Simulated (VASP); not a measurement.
# Pb (Fm-3m) in VASP: a series of runs

Runs on Pb. Level: LDA. Tasks: single point.

Program: VASP 6.6.1. These are calculated values, not measurements. Logs are shortened: lines on timing, memory, paths and dates and some standing lists are left out, and cuts for length are marked.

## 1. The cell of the first run

It takes space group Fm-3m (No. 225, cubic). Conventional cell: a = 4.950 Å, b = 4.950 Å, c = 4.950 Å, α = 90.00°, β = 90.00°, γ = 90.00°. Within 4.6 Å of Pb (site symmetry m-3m) lie 12 Pb at 3.50 Å.

## 2. Single point, LDA

INCAR

```
SYSTEM = Pb
  PREC = Accurate
  ENCUT = 500
  EDIFF = 1E-6
  ISMEAR = -1
  SIGMA = 0.3
  LREAL = .FALSE.
  LASPH = .TRUE.
  NELM = 120
  ALGO = Normal
  ISIF = 2
  LWAVE = .FALSE.
  LCHARG = .FALSE.
  NBANDS = 13
  GGA_COMPAT = .FALSE.
```

KPOINTS

```
regular mesh
0
G
  8 8 8
  0 0 0
```

POSCAR

```
Pb
1.0
    0.0000000000      2.4750200000      2.4750200000
    2.4750200000      0.0000000000      2.4750200000
    2.4750200000      2.4750200000      0.0000000000
Pb
1
Direct
    0.0000000000      0.0000000000      0.0000000000
```

Potentials or basis: VASP PAW LDA potentials, release 64 (Pb_d).

On the command line:

```console
> cat potpaw_LDA.64/Pb_d/POTCAR > POTCAR
> mpirun -np 1 vasp_std > vasp.out
```

OUTCAR:

```text
SYSTEM = Pb
   PREC = Accurate
   ENCUT = 500
   EDIFF = 1E-6
   ISMEAR = -1
   LREAL = .FALSE.
   LASPH = .TRUE.
   NELM = 120
   ISIF = 2

 ion  position               nearest neighbor table
   1  0.000  0.000  0.000-

  LATTYP: Found a face centered cubic cell.
 ALAT       =     4.9500400000

  Lattice vectors:

 A1 = (   0.0000000000,   2.4750200000,   2.4750200000)
 A2 = (   2.4750200000,   0.0000000000,   2.4750200000)
 A3 = (   2.4750200000,   2.4750200000,   0.0000000000)

Analysis of symmetry for initial positions (statically):
=====================================================================
 Subroutine PRICEL returns:
 Original cell was already a primitive cell.

 Routine SETGRP: Setting up the symmetry group for a
 face centered cubic supercell.

 Subroutine GETGRP returns: Found 48 space group operations
 (whereof 48 operations were pure point group operations)
 out of a pool of 48 trial point group operations.

The static configuration has the point symmetry O_h .

Analysis of symmetry for dynamics (positions and initial velocities):
=====================================================================
 Subroutine PRICEL returns:
 Original cell was already a primitive cell.

 Routine SETGRP: Setting up the symmetry group for a
 face centered cubic supercell.

 Subroutine GETGRP returns: Found 48 space group operations
 (whereof 48 operations were pure point group operations)
 out of a pool of 48 trial point group operations.

The dynamic configuration has the point symmetry O_h .

 Subroutine INISYM returns: Found 48 space group operations
 (whereof 48 operations are pure point group operations),
 and found     1 'primitive' translations

----------------------------------------------------------------------------------------

                                     Primitive cell

  volume of cell :      30.3226

  direct lattice vectors                    reciprocal lattice vectors
     0.000000000  2.475020000  2.475020000    -0.202018570  0.202018570  0.202018570
     2.475020000  0.000000000  2.475020000     0.202018570 -0.202018570  0.202018570
     2.475020000  2.475020000  0.000000000     0.202018570  0.202018570 -0.202018570

  length of vectors
     3.500206851  3.500206851  3.500206851     0.349906427  0.349906427  0.349906427

  position of ions in fractional coordinates (direct lattice)
     0.000000000  0.000000000  0.000000000

  ion indices of the primitive-cell ions
   primitive index   ion index
                 1           1

----------------------------------------------------------------------------------------

 KPOINTS: regular mesh

Automatic generation of k-mesh.
 Grid dimensions read from file:
 generate k-points for:    8    8    8

 Generating k-lattice:

  Cartesian coordinates                     Fractional coordinates (reciprocal lattice)
    -0.025252321  0.025252321  0.025252321     0.125000000  0.000000000  0.000000000
     0.025252321 -0.025252321  0.025252321     0.000000000  0.125000000  0.000000000
     0.025252321  0.025252321 -0.025252321     0.000000000  0.000000000  0.125000000

  Length of vectors
     0.043738303  0.043738303  0.043738303

  Shift w.r.t. Gamma in fractional coordinates (k-lattice)
     0.000000000  0.000000000  0.000000000

 Subroutine IBZKPT returns following result:
 ===========================================

 Found     29 irreducible k-points:

 Following reciprocal coordinates:
            Coordinates               Weight
  0.000000  0.000000  0.000000      1.000000
  0.125000  0.000000  0.000000      8.000000
  0.250000  0.000000  0.000000      8.000000
  0.375000  0.000000  0.000000      8.000000
  0.500000  0.000000  0.000000      4.000000
  0.125000  0.125000  0.000000      6.000000
[... 16 lines left out ...]
  0.500000  0.250000  0.125000     48.000000
 -0.375000  0.250000  0.125000     24.000000
 [... further k-points ...]
   k-points           NKPTS =     29   k-points in BZ     NKDIM =     29   number of bands    NBANDS=     13
   number of dos      NEDOS =    301   number of ions     NIONS =      1
   total plane-waves  NPLWV =  21952
   dimension x,y,z NGX =    28 NGY =   28 NGZ =   28
   dimension x,y,z NGXF=    56 NGYF=   56 NGZF=   56
   ions per type =               1
   NGX,Y,Z   is equivalent  to a cutoff of  13.30, 13.30, 13.30 a.u.
   NGXF,Y,Z  is equivalent  to a cutoff of  26.60, 26.60, 26.60 a.u.
 SYSTEM =  Pb
   PREC   = accura    normal or accurate (medium, high low for compatibility)
   ISTART =      0    job   : 0-new  1-cont  2-samecut
   ICHARG =      2    charge: 1-file 2-atom 10-const
   ISPIN  =      1    spin polarized calculation?
   LNONCOLLINEAR =      F non collinear calculations
   LSORBIT =      F    spin-orbit coupling
   LASPH  =      T    aspherical Exc in radial PAW
   ENCUT  =  500.0 eV  36.75 Ry    6.06 a.u.   6.38  6.38  6.38*2*pi/ulx,y,z
   NELM   =    120;   NELMIN=  2; NELMDL= -5     # of ELM steps
   EDIFF  = 0.1E-05   stopping-criterion for ELM
   LREAL  =      F    real-space projection
   EDIFFG = 0.1E-04   stopping-criterion for IOM
   NSW    =      0    number of steps for IOM
   IBRION =     -1    ionic relax: 0-MD 1-quasi-New 2-CG
   NFREE  =      0    steps in history (QN), initial steepest desc. (CG)
   ISIF   =      2    stress and relaxation
   ISYM   =      2    0-nonsym 1-usesym 2-fastsym
   POTIM  = 0.5000    time-step for ionic-motion
   TEBEG  =    0.0;   TEEND  =   0.0 temperature during run
   PSTRESS=    0.0 pullay stress
   NELECT =      14.0000    total number of electrons
   NUPDOWN=      -1.0000    fix difference up-down
   EMIN   =  10.00;   EMAX   =-10.00  energy-range for DOS
   EFERMI =   0.00;   METHOD = LEGACY
   ISMEAR =    -1;   SIGMA  =   0.30  broadening in eV -4-tet -1-fermi 0-gaus
   EFERMI_NEDOS =   21; number of points for ismear=-14 and -15
   IALGO  =     38    algorithm
   IMIX   =      4    mixing-type and parameters
     AMIX     =   0.40;   BMIX     =  1.00
     AMIX_MAG =   1.60;   BMIX_MAG =  1.00
  volume/ion in A,a.u.               =      30.32       204.63
  Fermi-wavevector in a.u.,A,eV,Ry     =   1.265306  2.391081 21.782907  1.600999
  Thomas-Fermi vector in A             =   2.398566
   LORBIT       =      0    0 simple, 1 ext, 2 COOP (PROOUT), +10 PAW based schemes
   GGA     = CA    functional components
   LHFCALC =     F    Hartree Fock is set to
   AEXX    =    0.0000 exact exchange contribution
   IVDW    =     0    specifies the selected vdW correction
   LEPSILON=     F    determine dielectric tensor
   LRPA    =     F    only Hartree local field effects (RPA)
 non-spin polarized calculation
  energy-cutoff  :      500.00
  volume of cell :       30.32
 maximum number of plane-waves:       783
 NGX is ok and might be reduce to    28
   NGX = 13   NGY = 13   NGZ = 13

 number of electron      13.9999999 magnetization

 Free energy of the ion-electron system (eV)
  ---------------------------------------------------
  ext. energy  EPLUGINS =         0.00000000
  ---------------------------------------------------
  free energy    TOTEN  =        -4.32940982 eV

  energy without entropy =       -4.18247692  energy(sigma->0) =       -4.25594337

 E-fermi :   7.0313     XC(G=0): -10.4549

 val. band max:        6.8312472912   @ k =   0.3750   0.2500   0.0000
 cond. band min:       7.1142233091   @ k =  -0.3750   0.2500   0.0000
 fundamental gap:      0.2829760179
 Fermi energy:         7.0313416340

 k-point     1 :       0.0000    0.0000    0.0000
  band No.  band energies     occupation
      1      -9.9998      2.00000
      2      -9.9998      2.00000
      3      -9.9998      2.00000
      4      -9.8572      2.00000
      5      -9.8572      2.00000
      6      -4.7578      2.00000
      7      14.3551      0.00000
      8      14.3551      0.00000
      9      14.3551      0.00000
     10      16.8360      0.00000
     11      18.4753      0.00000
     12      19.5204      0.00000
     13      19.5204      0.00000

 k-point     2 :       0.1250    0.0000    0.0000
  band No.  band energies     occupation
      1     -10.0008      2.00000
      2      -9.9797      2.00000
      3      -9.9797      2.00000
      4      -9.8567      2.00000
      5      -9.8567      2.00000
      6      -4.4571      2.00000
      7      11.5990      0.00000
      8      14.0115      0.00000
      9      14.0115      0.00000
     10      16.3912      0.00000
     11      19.5714      0.00000
     12      20.1225      0.00000
     13      20.1225      0.00000

 k-point     3 :       0.2500    0.0000    0.0000
  band No.  band energies     occupation
      1     -10.0082      2.00000
      2      -9.9636      2.00000
      3      -9.9636      2.00000
      4      -9.8216      2.00000
      5      -9.8216      2.00000
      6      -3.5606      2.00000
      7       7.7540      0.16502
      8      13.3255      0.00000
      9      13.3255      0.00000
     10      16.0610      0.00000
     11      18.5620      0.00000
     12      19.3854      0.00000
     13      19.3854      0.00000
[... 305 lines left out ...]
 k-point    23 :       0.5000    0.2500    0.1250
  band No.  band energies     occupation
      1     -10.0124      2.00000
      2      -9.9761      2.00000
      3      -9.8907      2.00000
      4      -9.8112      2.00000
      5      -9.7450      2.00000
      6      -1.4717      2.00000
      7       5.1593      1.99611
      8       8.5060      0.01456
      9      10.8244      0.00001
     10      15.9087      0.00000
     11      18.1894      0.00000
     12      19.5588      0.00000
     13      22.2973      0.00000

 k-point    24 :      -0.3750    0.2500    0.1250
  band No.  band energies     occupation
      1     -10.0025      2.00000
      2      -9.9832      2.00000
      3      -9.8756      2.00000
      4      -9.8161      2.00000
      5      -9.7286      2.00000
      6      -0.5621      2.00000
      7       3.7275      1.99997
      8       8.3970      0.02086
      9      10.2749      0.00004
     10      15.8043      0.00000
     11      18.0244      0.00000
     12      22.1810      0.00000
     13      22.6848      0.00000

 [... further k-points ...]

------------------------ aborting loop because EDIFF is reached ----------------------------------------

  FORCE on cell =-STRESS in cart. coord.  units (eV):
  Direction    XX          YY          ZZ          XY          YZ          ZX
  --------------------------------------------------------------------------------------
  -------------------------------------------------------------------------------------
  Total       -0.3207684     -0.3207684     -0.3207684     -0.0000000      0.0000000     -0.0000000
  in kB      -16.9486838    -16.9486838    -16.9486838     -0.0000000      0.0000000     -0.0000000
  external PRESSURE =     -16.9486838 kB  Pullay stress =       0.0000000 kB

 VOLUME and BASIS-vectors are now :
 -----------------------------------------------------------------------------
  energy-cutoff  :      500.00
  volume of cell :       30.32
      direct lattice vectors                 reciprocal lattice vectors
     0.000000000  2.475020000  2.475020000    -0.202018570  0.202018570  0.202018570
     2.475020000  0.000000000  2.475020000     0.202018570 -0.202018570  0.202018570
     2.475020000  2.475020000  0.000000000     0.202018570  0.202018570 -0.202018570

 POSITION                                       TOTAL-FORCE (eV/Angst)
 -----------------------------------------------------------------------------------
      0.00000      0.00000      0.00000         0.000000      0.000000     -0.000000
 -----------------------------------------------------------------------------------
    total drift:                               -0.000000     -0.000000     -0.000000

  FREE ENERGIE OF THE ION-ELECTRON SYSTEM (eV)
  ---------------------------------------------------
  free  energy   TOTEN  =        -4.3294098243 eV

  energy  without entropy=       -4.1824769170  energy(sigma->0) =       -4.25594337
```

It took 5.4 s on 1 thread of Intel Xeon 6975P-C (Granite Rapids), shared host; peak memory 0.14 GiB.

What came out:

```
Free energy            : -4.3294 eV
Pressure               : -1.7 GPa
Band gap on the k mesh : zero (bands 7 and 8 overlap by 8.72 eV)
```

Caveat: so wide a smearing shifts energies and pressures; spin-orbit coupling is left out, which moves the levels of the heavy elements.

## 3. Single point, LDA

INCAR

```
PREC = Accurate ; ENCUT = 500
EDIFF = 1E-6 ; ISMEAR = -1
SIGMA = 0.3 ; LREAL = F
LASPH = T ; NELM = 120
ALGO = Normal ; ISIF = 2
LWAVE = F ; LCHARG = F
GGA = CA ; NBANDS = 13
GGA_COMPAT = F
```

KPOINTS

```
regular mesh
0
Gamma
  10 10 10
```

POSCAR is that of step 2.

Potentials or basis: VASP PAW LDA potentials, release 64 (Pb_d).

On the command line:

```console
> cat potpaw_LDA.64/Pb_d/POTCAR > POTCAR
> mpirun -np 1 vasp_std > vasp.out
```

OUTCAR:

```text
PREC = Accurate
   ENCUT = 500
   EDIFF = 1E-6
   ISMEAR = -1
   LREAL = F
   LASPH = T
   NELM = 120
   ISIF = 2
   GGA = CA

 ion  position               nearest neighbor table
   1  0.000  0.000  0.000-

  LATTYP: Found a face centered cubic cell.
 ALAT       =     4.9500400000

  Lattice vectors:

 A1 = (   0.0000000000,   2.4750200000,   2.4750200000)
 A2 = (   2.4750200000,   0.0000000000,   2.4750200000)
 A3 = (   2.4750200000,   2.4750200000,   0.0000000000)

Analysis of symmetry for initial positions (statically):
=====================================================================
 Subroutine PRICEL returns:
 Original cell was already a primitive cell.

 Routine SETGRP: Setting up the symmetry group for a
 face centered cubic supercell.

 Subroutine GETGRP returns: Found 48 space group operations
 (whereof 48 operations were pure point group operations)
 out of a pool of 48 trial point group operations.

The static configuration has the point symmetry O_h .

Analysis of symmetry for dynamics (positions and initial velocities):
=====================================================================
 Subroutine PRICEL returns:
[... 169 lines left out ...]
      6      -4.7579      2.00000
      7      14.3549      0.00000
      8      14.3549      0.00000
      9      14.3549      0.00000
     10      16.8359      0.00000
     11      18.4755      0.00000
     12      19.5202      0.00000
     13      19.5202      0.00000
[... 354 lines left out ...]
  band No.  band energies     occupation
      1     -10.1143      2.00000
      2     -10.0130      2.00000
      3      -9.7976      2.00000
      4      -9.7691      2.00000
      5      -9.7290      2.00000
      6      -1.5964      2.00000
      7       6.2972      1.83287
      8       9.0381      0.00236
      9       9.8745      0.00015
     10      13.5737      0.00000
     11      15.0578      0.00000
     12      23.7327      0.00000
     13      23.8516      0.00000

 [... further k-points ...]

------------------------ aborting loop because EDIFF is reached ----------------------------------------

  FORCE on cell =-STRESS in cart. coord.  units (eV):
  Direction    XX          YY          ZZ          XY          YZ          ZX
  --------------------------------------------------------------------------------------
  -------------------------------------------------------------------------------------
  Total       -0.3099350     -0.3099350     -0.3099350      0.0000000      0.0000000      0.0000000
  in kB      -16.3762715    -16.3762715    -16.3762715      0.0000000      0.0000000      0.0000000
  external PRESSURE =     -16.3762715 kB  Pullay stress =       0.0000000 kB

 VOLUME and BASIS-vectors are now :
 -----------------------------------------------------------------------------
  energy-cutoff  :      500.00
  volume of cell :       30.32
      direct lattice vectors                 reciprocal lattice vectors
     0.000000000  2.475020000  2.475020000    -0.202018570  0.202018570  0.202018570
     2.475020000  0.000000000  2.475020000     0.202018570 -0.202018570  0.202018570
     2.475020000  2.475020000  0.000000000     0.202018570  0.202018570 -0.202018570

 POSITION                                       TOTAL-FORCE (eV/Angst)
 -----------------------------------------------------------------------------------
      0.00000      0.00000      0.00000         0.000000     -0.000000      0.000000
 -----------------------------------------------------------------------------------
    total drift:                               -0.000000     -0.000000     -0.000000

  FREE ENERGIE OF THE ION-ELECTRON SYSTEM (eV)
  ---------------------------------------------------
  free  energy   TOTEN  =        -4.3224876865 eV

  energy  without entropy=       -4.1654920350  energy(sigma->0) =       -4.24398986
```

stdout:

```text
POSCAR found type information on POSCAR Pb
 POSCAR found :  1 types and       1 ions
 scaLAPACK will be used
 LDA part: xc-table for (Slater(with rela. corr.)+CA(PZ))
 , standard interpolation
 POSCAR, INCAR and KPOINTS ok, starting setup
 FFT: planning ... GRIDC
 FFT: planning ... GRID_SOFT
 FFT: planning ... GRID
 WAVECAR not read
 entering main loop
```

Wall time 7.2 s (1 thread of Intel Xeon 6975P-C (Granite Rapids), shared host); peak memory 0.14 GiB.

Results:

```
Free energy            : -4.3225 eV
Pressure               : -1.6 GPa
Band gap on the k mesh : zero (bands 7 and 8 overlap by 8.94 eV)
```

Levels at points of the mesh, in eV from the Fermi level:
| k point | band 4 | band 5 | band 6 | band 7 | band 8 | band 9 | band 10 | band 11 |
| --- | --- | --- | --- | --- | --- | --- | --- | --- |
| (0.00, 0.00, 0.00) | -16.87 | -16.87 | -11.77 | 7.34 | 7.34 | 7.34 | 9.82 | 11.46 |
| (0.50, 0.00, 0.00) | -16.74 | -16.74 | -8.16 | -4.21 | 5.51 | 5.51 | 9.30 | 9.54 |
| (0.50, 0.50, 0.00) | -16.70 | -16.70 | -6.75 | -3.28 | 2.00 | 2.00 | 5.46 | 6.72 |

Caveat: so wide a smearing shifts energies and pressures; spin-orbit coupling is left out, which moves the levels of the heavy elements.
